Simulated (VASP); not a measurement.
Set up this calculation in VASP 6.6.1, as the native input.

| Property | Result |
| --- | --- |
| Task | single point |
| Functional | r2SCAN |
| Potentials or basis | VASP PAW PBE potentials, release 64 (Ga_d, N_h) |
| Cutoff | 910 eV |
| k mesh | 10 × 10 × 10 |
| Occupations | gaussian, width 0.02 eV |
| Spin | no spin polarisation |
| Dipole correction | no |
| Second run | hard_potentials |
| Further INCAR settings | ALGO = Normal; EDIFF = 1e-06; NBANDS = 16 |

Crystal: GaN.

```
CELL_PARAMETERS angstrom
0.00000 2.24894 2.24894
2.24894 0.00000 2.24894
2.24894 2.24894 0.00000
ATOMIC_POSITIONS crystal
Ga 0.00000 0.00000 0.00000
N 0.75000 0.75000 0.75000
```

The input as run:

POSCAR

```
GaN
1.0
    0.0000000000      2.2489367510      2.2489367510
    2.2489367510      0.0000000000      2.2489367510
    2.2489367510      2.2489367510      0.0000000000
Ga N
1 1
Direct
    0.0000000000      0.0000000000      0.0000000000
    0.7500000000      0.7500000000      0.7500000000
```

INCAR.step1

```
  PREC = Accurate
  ENCUT = 910
  ISMEAR = 0
  SIGMA = 0.02
  LREAL = F
  LASPH = T
  NELM = 120
  NBANDS = 16
  GGA = PE
  ALGO = Normal
  EDIFF = 1E-5
  LWAVE = T
  LCHARG = F
  GGA_COMPAT = F
```

INCAR.step2

```
  PREC = Accurate
  ENCUT = 910
  EDIFF = 1E-6
  ISMEAR = 0
  SIGMA = 0.02
  LREAL = F
  LASPH = T
  NELM = 120
  ALGO = Normal
  ISIF = 2
  LWAVE = F
  LCHARG = F
  METAGGA = R2SCAN
  LMIXTAU = T
  NBANDS = 16
  ISTART = 1
  GGA_COMPAT = F
```

KPOINTS

```
Automatic mesh
0
Gamma
  10 10 10
```

Potentials or basis: VASP PAW PBE potentials, release 64 (Ga_d, N_h).

Run with:

```bash
$ cat potpaw_PBE.64/Ga_d/POTCAR potpaw_PBE.64/N_h/POTCAR > POTCAR
$ cp INCAR.step1 INCAR
$ mpirun -np 1 vasp_std > vasp.out
$ cp INCAR.step2 INCAR
$ mpirun -np 1 vasp_std > vasp.out
```

Results of the run:

```json
{"Pressure": "1.0 GPa", "Band gap on the k mesh": "2.16 eV, direct"}
```

Caveat: the cutoff is under 1.25 times the usual one of these potentials, so pressure, stress and relaxed cells hold a basis-set (Pulay) error; the PAW data sets were made with another functional, which shifts forces and pressure a little.

Run time: 71 s on 1 thread of Intel(R) Xeon(R) Platinum 8488C (Sapphire Rapids), with other jobs on the host, peak memory 0.21 GiB.
